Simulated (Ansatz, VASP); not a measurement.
**Li2S in VASP and in Ansatz**

INCAR

```
PREC = Accurate ; ENCUT = 750
EDIFF = 1E-6 ; ISMEAR = 0
SIGMA = 0.01 ; LREAL = F
LASPH = T ; NELM = 120
ALGO = Normal ; ISIF = 2
LWAVE = F ; LCHARG = F
NBANDS = 13 ; GGA_COMPAT = F
```

KPOINTS

```
regular mesh
0
Gamma
  5 5 5
```

The input POSCAR:

```
Li2S
1.0
    0.0000000000      2.8445000000      2.8445000000
    2.8445000000      0.0000000000      2.8445000000
    2.8445000000      2.8445000000      0.0000000000
Li S
2 1
Direct
    0.2500000000      0.2500000000      0.2500000000
    0.7500000000      0.7500000000      0.7500000000
    0.0000000000      0.0000000000      0.0000000000
```

Input for Ansatz:

```yaml
crystal:
  lattice:
    - [0.0, 2.8445, 2.8445]
    - [2.8445, 0.0, 2.8445]
    - [2.8445, 2.8445, 0.0]
  atoms:
    - { symbol: Li, position: [0.25, 0.25, 0.25] }
    - { symbol: Li, position: [0.75, 0.75, 0.75] }
    - { symbol: S, position: [0.0, 0.0, 0.0] }
basis:
  ecutwfc: 476.19925930478996
kpoints:
  mp_grid:
    grid: [5, 5, 5]
    shift: [0.0, 0.0, 0.0]
  band_path:
    path:
      - [0.0, 0.0, 0.0]
      - [0.0, -0.009054324712497926, -0.009054324712497926]
      - [0.0, 0.009054324712497926, 0.009054324712497926]
      - [-0.009054324712497926, 0.0, -0.009054324712497926]
      - [0.009054324712497926, 0.0, 0.009054324712497926]
      - [-0.009054324712497926, -0.009054324712497926, 0.0]
      - [0.009054324712497926, 0.009054324712497926, 0.0]
      - [0.009054324712497926, 0.009054324712497926, 0.018108649424995852]
      - [-0.009054324712497926, 0.009054324712497926, 0.0]
      - [0.009054324712497926, -0.009054324712497926, 0.0]
      - [-0.009054324712497926, -0.009054324712497926, -0.018108649424995852]
      - [0.009054324712497926, 0.018108649424995852, 0.009054324712497926]
      - [-0.009054324712497926, 0.0, 0.009054324712497926]
      - [0.009054324712497926, 0.0, -0.009054324712497926]
      - [-0.009054324712497926, -0.018108649424995852, -0.009054324712497926]
      - [0.018108649424995852, 0.009054324712497926, 0.009054324712497926]
      - [0.0, -0.009054324712497926, 0.009054324712497926]
      - [0.0, 0.009054324712497926, -0.009054324712497926]
      - [-0.018108649424995852, -0.009054324712497926, -0.009054324712497926]
    npoints: 1
hamiltonian:
  xc: lda
scf:
  occupations:
    method: fixed
```

Alike in both runs: task single point; functional LDA; k mesh 5 × 5 × 5; no spin polarisation.

|  | VASP | Ansatz |
| --- | --- | --- |
| version | VASP 6.6.1 | Ansatz 0.2.0 |
| potentials or method | VASP PAW LDA potentials, release 64 (Li_sv, S), cutoff 750 eV | plane waves, PAW |
| occupations | gaussian, width 0.01 eV | fixed |
| valence electrons in the cell | 12 | 12 |

```tsv
	VASP	Ansatz	Ansatz less VASP
gap on the k mesh at the Fermi level (eV)	3.45	3.45	-0.002
```

LDA's correlation is that of Perdew and Zunger in VASP and of Perdew and Wang (1992) in Ansatz.
